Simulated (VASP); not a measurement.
# H23NO10 in VASP: a series of runs, part 2 of 2

VASP 6.6.1. Earlier steps stand in the parts before.

## (3) Single point, PBEsol

INCAR reads:

```
SYSTEM = H23NO10
ALGO = Normal
EDIFF = 1E-7
ENCUT = 520
GGA = PS
ISIF = 2
ISMEAR = -1
LASPH = .TRUE.
LCHARG = .FALSE.
LREAL = Auto
LWAVE = .FALSE.
NBANDS = 67
NELM = 60
PREC = Accurate
SIGMA = 0.05
```

KPOINTS reads:

```
k-points
0
G
  1 1 1
  0 0 0
```

POSCAR reads:

```
H23NO10
1.0
    6.7320510000      0.0000000000      0.0000000000
    0.0000000000      6.7320510000      0.0000000000
    0.0000000000      0.0000000000      6.7320510000
O H N
10 23 1
Direct
    0.8600647856      0.9620693604      0.5853342466
    0.8860449809      0.6509903148      0.1473399414
    0.2262609122      0.7647000892      0.9589053915
    0.8954180531      0.2944422138      0.8044799423
   -0.0188352703      0.0515741785      0.1018857403
    0.7196023916      0.3055680951      0.2315490480
    0.3971895044      0.2036377918      0.9894161527
    0.5156675135      0.2328116647      0.5367012223
    0.2475322899      0.8962201861      0.4349194621
    0.2394366888      0.5107952985      0.6469499414
    0.7610310736      0.9980019462      0.4882167411
    0.7932797895      0.8541230600      0.6771933249
    0.8179528052      0.5230352533      0.2001915909
    0.8467701745      0.7507221796      0.2455863748
    0.2788748927      0.8936355354      0.9760472700
    0.1216568324      0.7271929461      1.0573152224
    1.0061866733      0.3488238577      0.7277425557
    0.8642091392      0.1780735173      0.7271780918
    0.1065202863      0.1275391407      0.0935227615
   -0.0889773414      0.1021382637     -0.0238560284
    0.6619230900      0.2637532009      0.3665450544
    0.8397737926      0.2138427056      0.2016770224
    0.4655936207      0.1442502441      0.8720522171
    0.5059082292      0.2302270140      1.0891183088
    0.4317109303      0.1211220771      0.4875482969
    0.4320674338      0.3302114021      0.6123096810
    0.1658187081      0.8405907798      0.3300182961
    0.1385758961      0.9500819290      0.5117162660
    0.2686848332      0.5371171431      0.7834907965
    0.1811632146      0.6443504364      0.6051647559
    0.5104982122      0.7442605530      0.7345755402
    0.6913791948      0.5834626030      0.7219196646
    0.6640918199      0.7134081426      0.9226014479
    0.6576301932      0.7278465359      0.7712954046
```

Potentials or basis: VASP PAW PBE potentials, release 64 (O, H, N).

Run with:

```sh
cat potpaw_PBE.64/O/POTCAR potpaw_PBE.64/H/POTCAR potpaw_PBE.64/N/POTCAR > POTCAR
mpirun -np 1 vasp_gam > vasp.out
```

OUTCAR:

```text
SYSTEM = H23NO10
   EDIFF = 1E-7
   ENCUT = 520
   GGA = PS
   ISIF = 2
   ISMEAR = -1
   LASPH = .TRUE.
   LREAL = Auto
   NELM = 60
   PREC = Accurate

 ion  position               nearest neighbor table
   1  0.860  0.962  0.585-  11 0.96  12 1.05
   2  0.886  0.651  0.147-  14 0.98  13 1.04
   3  0.226  0.765  0.959-  15 0.94  16 1.00
   4  0.895  0.294  0.804-  18 0.96  17 0.98
   5  0.981  0.052  0.102-  19 0.99  20 1.03
   6  0.720  0.306  0.232-  21 1.03  22 1.04
   7  0.397  0.204  0.989-  23 1.00  24 1.01
   8  0.516  0.233  0.537-  25 1.00  26 1.00
   9  0.248  0.896  0.435-  28 0.97  27 0.97
  10  0.239  0.511  0.647-  29 0.96  30 1.02
  11  0.761  0.998  0.488-   1 0.96
  12  0.793  0.854  0.677-   1 1.05
  13  0.818  0.523  0.200-   2 1.04
  14  0.847  0.751  0.246-   2 0.98
  15  0.279  0.894  0.976-   3 0.94
  16  0.122  0.727  0.057-   3 1.00
[... 15 lines left out ...]
  32  0.691  0.583  0.722-  34 1.05
  33  0.664  0.713  0.923-  34 1.02
  34  0.658  0.728  0.771-  33 1.02  31 1.03  32 1.05

  LATTYP: Found a simple cubic cell.
 ALAT       =     6.7320510000

  Lattice vectors:

 A1 = (   6.7320510000,   0.0000000000,   0.0000000000)
 A2 = (   0.0000000000,   6.7320510000,   0.0000000000)
 A3 = (   0.0000000000,   0.0000000000,   6.7320510000)

Analysis of symmetry for initial positions (statically):
=====================================================================
 Subroutine PRICEL returns:
 Original cell was already a primitive cell.

 Routine SETGRP: Setting up the symmetry group for a
 simple cubic supercell.

 Subroutine GETGRP returns: Found  1 space group operations
 (whereof  1 operations were pure point group operations)
 out of a pool of 48 trial point group operations.

The static configuration has the point symmetry C_1 .

Analysis of symmetry for dynamics (positions and initial velocities):
=====================================================================
[... 173 lines left out ...]
  Thomas-Fermi vector in A             =   2.217676
   LORBIT       =      0    0 simple, 1 ext, 2 COOP (PROOUT), +10 PAW based schemes
   GGA     = PS    functional components
   LHFCALC =     F    Hartree Fock is set to
   AEXX    =    0.0000 exact exchange contribution
   IVDW    =     0    specifies the selected vdW correction
   LEPSILON=     F    determine dielectric tensor
   LRPA    =     F    only Hartree local field effects (RPA)
 non-spin polarized calculation
  energy-cutoff  :      520.00
  volume of cell :      305.10
 maximum number of plane-waves:      4109
 NGX is ok and might be reduce to    50
   NGX = 25   NGY = 25   NGZ = 25

 number of electron      88.0000015 magnetization

 Free energy of the ion-electron system (eV)
  ---------------------------------------------------
  ext. energy  EPLUGINS =         0.00000000
  ---------------------------------------------------
  free energy    TOTEN  =      -166.85233772 eV

  energy without entropy =     -166.85233772  energy(sigma->0) =     -166.85233772

 E-fermi :  -1.7975     XC(G=0):  -7.2759

 val. band max:       -3.0198924578   @ k =   0.0000   0.0000   0.0000
 cond. band min:       1.3077078072   @ k =   0.0000   0.0000   0.0000
 fundamental gap:      4.3276002650
 Fermi energy:        -1.7974536247

 k-point     1 :       0.0000    0.0000    0.0000
  band No.  band energies     occupation
      1     -22.3365      2.00000
      2     -22.0254      2.00000
      3     -21.8517      2.00000
      4     -21.7438      2.00000
      5     -21.4606      2.00000
      6     -21.2367      2.00000
[... 48 lines left out ...]
     55       6.6104      0.00000
     56       6.8706      0.00000
 [bands above 56 left out]

------------------------ aborting loop because EDIFF is reached ----------------------------------------

  FORCE on cell =-STRESS in cart. coord.  units (eV):
  Direction    XX          YY          ZZ          XY          YZ          ZX
  --------------------------------------------------------------------------------------
  -------------------------------------------------------------------------------------
  Total       -0.6565228      1.0077489      3.9226903      0.6273080      1.0411474     -0.8780673
  in kB       -3.4476106      5.2920107     20.5992976      3.2941945      5.4673968     -4.6110115
  external PRESSURE =       7.4812326 kB  Pullay stress =       0.0000000 kB

 VOLUME and BASIS-vectors are now :
 -----------------------------------------------------------------------------
  energy-cutoff  :      520.00
  volume of cell :      305.10
      direct lattice vectors                 reciprocal lattice vectors
     6.732051000  0.000000000  0.000000000     0.148543141  0.000000000  0.000000000
     0.000000000  6.732051000  0.000000000     0.000000000  0.148543141  0.000000000
     0.000000000  0.000000000  6.732051000     0.000000000  0.000000000  0.148543141

 POSITION                                       TOTAL-FORCE (eV/Angst)
 -----------------------------------------------------------------------------------
      5.79000      6.47670      3.94050         1.656033      0.692759     -0.496563
      5.96490      4.38250      0.99190        -0.553822     -0.491539      0.913538
      1.52320      5.14800      6.45540        -0.144430     -2.306288     -0.442623
      6.02800      1.98220      5.41580        -0.119497      0.986381      0.574339
      6.60525      0.34720      0.68590        -0.545830      0.834271     -0.452916
      4.84440      2.05710      1.55880         0.399499     -0.706946      0.339073
[... 26 lines left out ...]
      4.47070      4.80270      6.21100         0.243639      0.051631      0.284140
      4.42720      4.89990      5.19240        -0.447799     -1.871801      0.025861
 -----------------------------------------------------------------------------------
    total drift:                               -0.007184     -0.006601      0.005294

  FREE ENERGIE OF THE ION-ELECTRON SYSTEM (eV)
  ---------------------------------------------------
  free  energy   TOTEN  =      -166.8523377227 eV

  energy  without entropy=     -166.8523377227  energy(sigma->0) =     -166.85233772
```

stdout:

```text
POSCAR found type information on POSCAR O H N
 POSCAR found :  3 types and      34 ions
 scaLAPACK will be used
 -----------------------------------------------------------------------------
|                                                                             |
|                                                                             |
|     You enforced a specific xc type in the INCAR file but a different       |
|     I HOPE YOU KNOW WHAT YOU ARE DOING!                                     |
|                                                                             |
 -----------------------------------------------------------------------------

 LDA part: xc-table for (Slater+PW92), standard interpolation
 POSCAR, INCAR and KPOINTS ok, starting setup
 FFT: planning ... GRIDC
 FFT: planning ... GRID_SOFT
 FFT: planning ... GRID
 WAVECAR not read
 entering main loop
```

It took 33 s on 1 thread of AMD EPYC 7R43 (Zen 3), shared host; peak memory 0.28 GiB.

Results:

| Item | Value |
| --- | --- |
| Free energy | -166.8523 eV |
| Pressure | 0.7 GPa |
| Largest force | 2.353 eV/Å |
| Band gap on the k mesh | 4.33 eV |

Forces in eV/Å, atoms in the order of the input:
```
O    1.656  0.693 -0.497
O   -0.554 -0.492  0.914
O   -0.144 -2.306 -0.443
O   -0.119  0.986  0.574
O   -0.546  0.834 -0.453
O    0.399 -0.707  0.339
O    0.342 -0.690 -0.404
O   -0.384 -0.825  0.588
O    0.530 -0.113  0.132
O   -1.015  0.547 -1.345
H   -0.270  0.146 -0.174
H   -0.744 -0.108  0.118
H    0.458  0.286 -0.547
H    0.170  0.134 -0.200
H    0.246  1.544  0.677
H   -0.085  0.420 -0.518
H    0.581  0.484  0.134
H   -0.558 -1.332 -1.270
H    0.079 -0.139 -0.080
H    1.061 -0.169  0.894
H    0.071  0.846 -0.542
H   -0.752  0.327  0.108
H   -0.265  0.580  0.727
H    0.038  0.158 -0.434
H   -0.219  0.502  0.248
H   -0.106 -0.144 -0.918
H    0.235 -0.227 -0.801
H   -0.985  0.599  0.871
H    0.120  0.465  1.640
H    0.930 -1.279  0.043
H    0.017  0.171 -0.046
H    0.016  0.630  0.355
H    0.244  0.052  0.284
N   -0.448 -1.872  0.026
```

Caveat: the k points lie up to 0.93 Å⁻¹ apart; the PAW data sets were made with another functional, which shifts forces and pressure a little.

## (4) Single point, PBEsol

INCAR reads:

```
PREC = Accurate ; ENCUT = 520
EDIFF = 1E-6 ; ISMEAR = -1
SIGMA = 0.05 ; LREAL = Auto
LASPH = T ; NELM = 60
ALGO = Normal ; ISIF = 2
LWAVE = F ; LCHARG = F
GGA = PS ; NBANDS = 67
```

KPOINTS reads:

```
Automatic mesh
0
Gamma
  1 1 1
```

POSCAR reads:

```
H23NO10
1.0
    6.7320510000      0.0000000000      0.0000000000
    0.0000000000      6.7320510000      0.0000000000
    0.0000000000      0.0000000000      6.7320510000
O H N
10 23 1
Direct
    0.8847823642      0.9788250267      0.5162913947
    0.8651003981      0.6559070928      0.1682548157
    0.2651792151      0.6695730618      1.0042704668
    1.0032158105      0.3164860159      0.7643732943
   -0.0392450978      0.2002807168      0.1228303232
    0.6332542638      0.3168870824      0.2624014583
    0.3692336852      0.0257128177      0.9935902149
    0.4416187578      0.1962700520      0.5990299242
    0.2234088839      0.9190364125      0.3933422370
    0.2536819760      0.5675833412      0.6427907335
    0.7621600015      0.9994725233      0.4500708625
    0.8464433796      0.8665264122      0.6342495029
    0.8125903978      0.5326608488      0.2115997042
    0.8633178804      0.7484940325      0.2822022590
    0.2607229208      0.8206859990      0.9931148769
    0.1424380178      0.6483016840      1.0891628718
    1.0944510076      0.4013487123      0.6864029996
    0.9490866899      0.2053608922      0.6836252429
    0.1001626399      0.1550344761      0.1287869031
   -0.0530150470      0.2682094951     -0.0040403734
    0.6022384560      0.2586433169      0.3924064152
    0.7593079732      0.2432691018      0.2254439249
    0.3365987572      0.0904776271      0.8707896004
    0.4703024383      0.1127888069      1.0662723738
    0.3359451674      0.1116301704      0.5434005179
    0.3929857335      0.3369404064      0.5761988434
    0.2587324428      0.9502898894      0.2505328614
    0.0713155619      0.9538994877      0.4193669953
    0.2890352435      0.6170036442      0.7789750850
    0.2429423069      0.6959394693      0.5567694006
    0.6242079865      0.8356591476      0.8076587655
    0.6449000461      0.6302685467      0.6849027139
    0.8052523666      0.6819318511      0.8636298210
    0.7248459645      0.7330009829      0.7529651810
```

Run with:

```sh
cat potpaw_PBE.64/O/POTCAR potpaw_PBE.64/H/POTCAR potpaw_PBE.64/N/POTCAR > POTCAR
mpirun -np 1 vasp_gam > vasp.out
```

It took 42 s on 1 thread of AMD EPYC 7R43 (Zen 3), shared host; peak memory 0.28 GiB.

It converged, with:

```yaml
Free_energy: -167.1548 eV
Pressure: 0.9 GPa
Largest_force: 2.927 eV/Å
Band_gap_on_the_k_mesh: 4.40 eV
```

Forces on the atoms (eV/Å):
```
O    1.135 -0.321  1.132
O    1.207  2.119 -0.308
O   -1.322  1.104  0.848
O   -0.954 -1.067  0.099
O    0.467 -0.908  1.184
O    0.345 -0.689 -0.543
O    1.182  0.904  1.835
O    0.013  1.018  0.174
O   -0.230  0.534 -0.766
O    0.628  1.667 -2.013
H   -1.225  0.421 -0.612
H   -0.755 -0.194 -0.576
H   -1.036 -1.572  0.811
H    0.013 -0.479 -0.365
H    0.710 -1.394  0.195
H    0.536 -0.387 -0.782
H    0.143  0.531 -0.152
H    0.268  0.424 -0.097
H   -0.581  0.291 -0.134
H    0.503  0.424 -1.316
H   -0.605  0.110  0.521
H    0.022  0.374 -0.071
H    0.055  1.069 -1.151
H   -0.827 -0.447 -0.627
H   -0.120 -0.505 -0.663
H    0.023 -0.575  0.542
H   -0.219 -0.535  1.356
H    0.846 -0.210 -0.158
H   -0.549 -0.312  0.698
H    0.125 -1.607  0.469
H    0.245 -0.372  0.204
H   -0.533 -1.283 -0.691
H    0.763 -0.952  1.701
N   -0.274  2.818 -0.742
```

Stress tensor (GPa, compression positive):
```
 0.39  0.86  0.25
 0.86  0.24 -0.84
 0.25 -0.84  2.15
```

Levels at points of the mesh, in eV from the valence-band top:
```csv
k point,band 41,band 42,band 43,band 44,band 45,band 46,band 47,band 48
"(0.00, 0.00, 0.00)",-0.44,-0.35,-0.26,0.00,4.40,7.31,7.68,7.93
```

Caveat: the k points lie up to 0.93 Å⁻¹ apart; the PAW data sets were made with another functional, which shifts forces and pressure a little.
